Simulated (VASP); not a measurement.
Input of a VASP 6.6.1 run:

File INCAR:

```
ALGO     = Normal         # electronic algorithm
EDIFF    = 1E-6           # SCF threshold, eV
EDIFFG   = -0.01          # ionic threshold
ENCUT    = 600            # plane-wave cutoff, eV
GGA      = PS             # functional
IBRION   = 2              # ionic algorithm
ISIF     = 3              # what is computed and relaxed
ISMEAR   = -1             # smearing method
LASPH    = T              # aspherical terms in the spheres
LCHARG   = F              # write CHGCAR
LREAL    = F              # projectors in reciprocal space
LWAVE    = F              # write WAVECAR
NELM     = 80             # most SCF steps
NSW      = 60             # ionic steps
PREC     = Accurate       # precision mode
PSTRESS  = 50.0         
SIGMA    = 0.05           # smearing width, eV
```

Contents of KPOINTS:

```
k-points
0
Gamma
  10 10 5
```

The input POSCAR:

```
HfN
1.0
    3.1339080219      0.0000000000      0.0000000000
   -1.5669540110      2.7140439601      0.0000000000
    0.0000000000      0.0000000000      5.4167677200
Hf N
2 2
Direct
    0.3333333333      0.6666666667      0.2500000000
    0.6666666667      0.3333333333      0.7500000000
    0.0000000000      0.0000000000      0.5000000000
    0.0000000000      0.0000000000      0.0000000000
```

Potentials or basis: VASP PAW PBE potentials, release 64 (Hf_pv, N).

The run is started by

```sh
$ cat potpaw_PBE.64/Hf_pv/POTCAR potpaw_PBE.64/N/POTCAR > POTCAR
$ mpirun -np 1 vasp_std > vasp.out
```

Problem. What does it give for the relaxed cell?

Solution. a = 3.100 Å, b = 3.100 Å, c = 5.352 Å, α = 90.00°, β = 90.00°, γ = 120.00°.

Problem. Predict the relaxed volume.

Solution. 11.14 Å³/atom.

Final structure:
```
Hf N
1.0
     3.10042    0.00000    0.00000
    -1.55021    2.68504    0.00000
     0.00000    0.00000    5.35183
Hf N
2 2
Cartesian
  0.0000 1.7900 1.3380
  1.5502 0.8950 4.0139
  0.0000 0.0000 2.6759
  0.0000 0.0000 0.0000
```

Caveat: the cell is relaxed towards a set pressure, so the run minimises the enthalpy, not the energy; the PAW data sets were made with another functional, which shifts forces and pressure a little.
